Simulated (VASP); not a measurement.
## SnO: single point with PBEsol

SnO:

```
CELL_PARAMETERS angstrom
3.73584 0.00000 0.00000
0.00000 3.73584 0.00000
0.00000 0.00000 4.78715
ATOMIC_POSITIONS crystal
Sn 0.50000 0.00000 0.76463
Sn 0.00000 0.50000 0.23537
O 0.00000 0.00000 0.00000
O 0.50000 0.50000 0.00000
```

This cell differs from its parent crystal: volume scaled by 0.94.

```json
{"Program": "VASP 6.6.1", "Task": "single point", "Functional": "PBEsol", "Potentials or basis": "VASP PAW PBE potentials, release 64 (Sn_d, O)", "Cutoff": "520 eV", "k mesh": "7 × 7 × 6", "Occupations": "fermi-dirac, width 0.05 eV", "Spin": "no spin polarisation", "Dipole correction": "no", "Further INCAR settings": "ALGO = Normal; EDIFF = 1e-06; NBANDS = 28"}
```

```
Pressure               : 6.3 GPa
Largest force          : 1.107 eV/Å
Band gap on the k mesh : 0.15 eV, indirect (least direct gap 1.93 eV)
```

Forces on the atoms (eV/Å):
```
Sn   0.000  0.000 -1.107
Sn   0.000  0.000  1.107
O    0.000  0.000  0.000
O    0.000  0.000  0.000
```

Stress tensor (GPa, compression positive):
```
6.94 0.00 0.00
0.00 6.94 0.00
0.00 0.00 5.10
```

Levels at points of the mesh, in eV from the valence-band top:
```
           k point  band 16  band 17  band 18  band 19  band 20  band 21  band 22  band 23  band 24  band 25
(0.00, 0.00, 0.00)    -6.93    -3.92    -3.62    -3.62     0.00     2.09     4.09     4.76     4.76     5.66
(0.00, 0.00, 0.50)    -3.98    -3.64    -3.64    -3.06    -2.53     1.47     2.88     2.88     3.68     7.71
```

It took 26 s on 1 thread of Intel(R) Xeon(R) Platinum 8481C CPU @ 2.70GHz (Sapphire Rapids) (shared host), peak memory 0.2 GiB.

Caveat: the PAW data sets were made with another functional, which shifts forces and pressure a little; spin-orbit coupling is left out, which moves the levels of the heavy elements. A k mesh can miss the band edges.
